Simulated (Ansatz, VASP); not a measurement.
## One calculation of CuO, two programs

The input INCAR:

```
ALGO = Normal
EDIFF = 1E-7
ENCUT = 520
GGA = PE
ISIF = 2
ISMEAR = 0
ISPIN = 2
LASPH = True
LCHARG = False
LDAU = True
LDAUJ = 0 0
LDAUL = 2 -1
LDAUPRINT = 1
LDAUTYPE = 2
LDAUU = 4 0
LMAXMIX = 4
LORBIT = 11
LREAL = False
LWAVE = False
MAGMOM = 1 1 -1 -1 0 0 0 0
NBANDS = 48
NELM = 150
PREC = Accurate
SIGMA = 0.05
```

The input KPOINTS:

```
k-points
0
Gamma
  6 6 6
```

POSCAR

```
CuO
1.0
    4.1744183809      0.0000000000      0.3305692766
    0.0000000000      4.1521210885      0.0000000000
    1.6747185546      2.0760605443      5.3668803955
Cu O
4 4
Direct
    0.2500000000      0.2500000000      0.0000000000
    0.0000000000     -0.5000000000      0.5000000000
    0.7500000000      0.7500000000      0.0000000000
    0.5000000000      0.0000000000      0.5000000000
    0.3750000000     -0.1250352668      0.2500000000
    0.1250000000     -0.3749647332      0.7500000000
    0.8750000000      0.3749647332      0.2500000000
    0.6250000000      0.1250352668      0.7500000000
```

Input for Ansatz:

```yaml
crystal:
  lattice:
    - [4.1744183809, 0.0, 0.3305692766]
    - [0.0, 4.1521210885, 0.0]
    - [1.6747185546, 2.0760605443, 5.3668803955]
  atoms:
    - { symbol: Cu, position: [0.25, 0.25, 0.0], spin: 1.0 }
    - { symbol: Cu, position: [0.0, -0.5, 0.5], spin: 1.0 }
    - { symbol: O, position: [0.375, -0.1250352668, 0.25] }
    - { symbol: O, position: [0.125, -0.3749647332, 0.75] }
    - { symbol: Cu, position: [0.75, 0.75, 0.0], spin: -1.0 }
    - { symbol: Cu, position: [0.5, 0.0, 0.5], spin: -1.0 }
    - { symbol: O, position: [0.875, 0.3749647332, 0.25] }
    - { symbol: O, position: [0.625, 0.1250352668, 0.75] }
basis:
  ecutwfc: 420
  ecutrho_ratio: 4
kpoints:
  mp_grid: { grid: [6, 6, 6] }
hamiltonian:
  xc: pbe
  hubbard: { sites: [{ species: Cu, l: d, u_eff: 4.0 }] }
scf:
  occupations: { method: gaussian, width: 0.05 }
  lower_state_search: "off"
output:
  forces: true
  stress: true
  eigenvalues: true
  populations: true
  hubbard: { sites: [{ species: Cu, l: d }] }
magnetization:
  spin_polarized: true
checkpoint:
  read: start.run
  write: ck
  compress: false
  write_wavefunctions: false
  write_every: 100000
```

Alike in both runs: task single point; functional PBE; k mesh 6 × 6 × 6; occupations gaussian, width 0.05 eV; collinear spin; Hubbard terms Cu d U = 4.0 eV.

|  | VASP | Ansatz |
| --- | --- | --- |
| version | VASP 6.6.1 | Ansatz 0.2.0 |
| potentials or method | VASP PAW PBE potentials, release 64 (Cu, O), cutoff 520 eV | scalar-relativistic, plane waves, PAW |
| valence electrons in the cell | 68 | 100 |

Ansatz gave:

| Item | Value |
| --- | --- |
| gap on the k mesh at the Fermi level (eV) | 0.40 |
| least direct gap on the mesh (eV) | 0.81 |
| pressure (GPa) | -0.2 |
| net moment per atom (μB) | 0.00 |
| size of the moment on the site where the two differ most (μB) | 0.54 |

Task: Which values does VASP return?

Result: gap on the k mesh at the Fermi level (eV): 0.70; least direct gap on the mesh (eV): 1.08; pressure (GPa): -2.9; net moment per atom (μB): 0.00; size of the moment on the site where the two differ most (μB): 0.59.

Site moments also hang on the region over which each program counts them. The programs project onto different local orbitals, so the same U acts differently, and such runs can settle in different states. VASP's potentials hold 68 valence electrons a cell and Ansatz's 100, so a difference there can come from the potentials and not from the codes. Ansatz's warnings: stability check not made.
